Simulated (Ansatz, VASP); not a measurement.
Two plane-wave programs on GaSb

```
Ga Sb
1.0
    -2.76573    2.76573    1.58109
     2.76573   -2.76573    1.58109
     2.76573    2.76573   -1.58109
Ga Sb
1 1
Direct
  0.25000 0.75000 0.50000
  0.00000 0.00000 0.00000
```

Alike in both runs: functional PBE; k mesh 16 × 16 × 16; occupations gaussian, width 0.1 eV; no spin polarisation.

Ansatz relaxed the structure, and its values are those at the end. VASP's run is a single point on that final structure, the one shown.

|  | VASP | Ansatz |
| --- | --- | --- |
| version | VASP 6.6.1 | Ansatz 0.2.0 |
| potentials or method | VASP PAW PBE potentials, release 64 (Ga_d, Sb), cutoff 520 eV | scalar-relativistic, plane waves, PAW |
| valence electrons in the cell | 18 | 28 |

|  | VASP | Ansatz | Ansatz less VASP |
| --- | --- | --- | --- |
| gap on the k mesh at the Fermi level (eV) | none | none | - |
| pressure (GPa) | 0.0 | 0.0 | -0.01 |

A gap of «none» marks a metal or a gap that the smearing closes. The functional is the same, so the differences come from potentials, cutoffs and numerics. VASP's potentials hold 18 valence electrons a cell and Ansatz's 28, so a difference there can come from the potentials and not from the codes.

Spin-orbit coupling is off throughout.
